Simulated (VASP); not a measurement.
Wanted: the native input for a VASP 6.6.1 run.

```yaml
Task: single point
Functional: PBE
Potentials_or_basis: VASP PAW PBE potentials, release 64 (Cs_sv, Ag, Bi_d, Br)
Cutoff: 520 eV
k_mesh: 4 × 4 × 4
Occupations: gaussian, width 0.01 eV
Spin: no spin polarisation
Dipole_correction: no
Further_INCAR_settings: ALGO = Normal; EDIFF = 1e-07; NBANDS = 54
```

The structure of Cs2AgBiBr6 lies in POSCAR:

```
Cs2AgBiBr6
1.0
    0.0000000000      5.6202473016      5.6202473016
    5.6202473016      0.0000000000      5.6202473016
    5.6202473016      5.6202473016      0.0000000000
Cs Ag Bi Br
2 1 1 6
Direct
    0.2500000000      0.2500000000      0.2500000000
    0.7500000000      0.7500000000      0.7500000000
    0.0000000000      0.0000000000      0.0000000000
    0.5000000000      0.5000000000      0.5000000000
    0.2486135607      0.7513864393      0.7513864393
    0.2486135607      0.7513864393      0.2486135607
    0.7513864393      0.2486135607      0.7513864393
    0.7513864393      0.2486135607      0.2486135607
    0.7513864393      0.7513864393      0.2486135607
    0.2486135607      0.2486135607      0.7513864393
```

These files were run (other wordings do the same):

INCAR

```
SYSTEM = Cs2AgBiBr6
PREC     = Accurate       ! precision mode
ENCUT    = 520            ! plane-wave cutoff, eV
EDIFF    = 1E-7           ! SCF threshold, eV
ISMEAR   = 0              ! smearing method
SIGMA    = 0.01           ! smearing width, eV
LREAL    = .FALSE.        ! projectors in reciprocal space
LASPH    = .TRUE.         ! aspherical terms in the spheres
NELM     = 100            ! most SCF steps
ALGO     = Normal         ! electronic algorithm
ISIF     = 2              ! what is computed and relaxed
LWAVE    = .FALSE.        ! write WAVECAR
LCHARG   = .FALSE.        ! write CHGCAR
GGA      = PE             ! functional
NBANDS   = 54             ! bands
```

KPOINTS

```
Automatic mesh
0
G
  4 4 4
  0 0 0
```

Potentials or basis: VASP PAW PBE potentials, release 64 (Cs_sv, Ag, Bi_d, Br).

Command:

```sh
$ cat potpaw_PBE.64/Cs_sv/POTCAR potpaw_PBE.64/Ag/POTCAR potpaw_PBE.64/Bi_d/POTCAR potpaw_PBE.64/Br/POTCAR > POTCAR
$ mpirun -np 1 vasp_std > vasp.out
```

It gave:

The pressure is 1.7 GPa. The largest force is 0.195 eV/Å. The band gap on the k mesh is 1.26 eV (least direct gap 2.45 eV).

Caveat: spin-orbit coupling is left out, which moves the levels of the heavy elements.

It took 4.4 min on 1 thread of Intel(R) Xeon(R) Platinum 8259CL CPU @ 2.50GHz (Skylake/Cascade Lake) (shared host), peak memory 0.6 GiB.
